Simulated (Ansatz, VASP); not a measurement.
# SiC: VASP beside Ansatz

```
Si C
1.0
     0.01089    2.18386    2.18386
     2.18386    0.01089    2.18386
     2.18386    2.18386    0.01089
Si C
1 1
Cartesian
  0.0000 0.0000 0.0000
  3.2840 3.2840 3.2840
```

Change from the starting cell: equal xy, yz and zx engineering shears of +0.5 %.

Alike in both runs: task relaxation of the atoms; functional PBEsol; k mesh 10 × 10 × 10; no spin polarisation.

|  | VASP | Ansatz |
| --- | --- | --- |
| version | VASP 6.6.1 | Ansatz 0.2.0 |
| potentials or method | VASP PAW PBE potentials, release 64 (Si, C), cutoff 520 eV | all-electron LAPW, scalar-relativistic |
| occupations | gaussian, width 0.01 eV | fixed |

VASP gave:

- gap on the k mesh at the Fermi level, each at its own relaxed structure (eV): 1.21

**Question.** Which values does Ansatz return?

**Answer.** gap on the k mesh at the Fermi level, each at its own relaxed structure (eV): 1.22.

VASP's potentials were made for PBE, not for PBEsol. Ansatz ran all-electron here, and VASP with PAW potentials.
